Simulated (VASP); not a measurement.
## Zn: single point with LDA

Zn:

```
Zn
1.0
     0.00000    1.96478    1.96478
     1.96478    0.00000    1.96478
     1.96478    1.96478    0.00000
Zn
1
Cartesian
  0.0000 0.0000 0.0000
```

| Property | Result |
| --- | --- |
| Program | VASP 6.6.1 |
| Task | single point |
| Functional | LDA |
| Potentials or basis | VASP PAW LDA potentials, release 64 (Zn) |
| Cutoff | 520 eV |
| k mesh | 12 × 12 × 12 |
| Occupations | methfessel-paxton, width 0.1 eV |
| Spin | no spin polarisation |
| Dipole correction | no |
| Further INCAR settings | ALGO = Normal; EDIFF = 1e-06; NBANDS = 12 |

The pressure is -8.1 GPa and the band gap on the k mesh is zero (band 6 reaches 5.09 eV, above the bottom of band 7 at 1.41 eV).

Levels at points of the mesh, in eV from the Fermi level:
```tsv
k point	band 3	band 4	band 5	band 6	band 7	band 8	band 9	band 10
(0.00, 0.00, 0.00)	-7.65	-7.65	-7.27	-7.27	18.16	18.16	18.16	19.09
(0.50, 0.00, 0.00)	-7.66	-6.99	-6.99	-2.82	-1.39	15.13	15.13	17.63
(0.50, 0.50, 0.00)	-7.00	-6.91	-6.91	-0.94	1.72	8.40	8.40	12.23
```

It took 14 s on 1 thread of Intel Xeon 8259CL, on a shared host, peak memory 0.13 GiB.
